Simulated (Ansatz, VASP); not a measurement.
# One calculation of CdS, two programs

```
Cd S
1.0
     0.00000    2.75324    2.75324
     2.75324    0.00000    2.75324
     2.75324    2.75324    0.00000
Cd S
1 1
Direct
  0.00000 0.00000 0.00000
  0.50000 0.50000 0.50000
```

Alike in both runs: task relaxation of cell and atoms; functional r2SCAN; dispersion D4; k mesh 6 × 6 × 6; occupations fermi-dirac, width 0.01 eV; no spin polarisation.

|  | VASP | Ansatz |
| --- | --- | --- |
| version | VASP 6.6.1 | Ansatz 0.2.0 |
| potentials or method | VASP PAW PBE potentials, release 64 (Cd, S) | plane waves, PAW |
| plane-wave cutoff (eV) | 600 | 500 |
| valence electrons in the cell | 18 | 26 |

|  | VASP | Ansatz | Ansatz less VASP |
| --- | --- | --- | --- |
| relaxed volume (Å³/atom) | 20.14 | 20.03 | -0.101 |
| relaxed cell length with the largest relative difference (Å) | 3.847 | 3.841 | -0.0064 |

VASP's potentials were made for PBE, not for r2SCAN. VASP's potentials hold 18 valence electrons a cell and Ansatz's 26, so a difference there can come from the potentials and not from the codes. Ansatz's warnings: stress scf threshold loose.
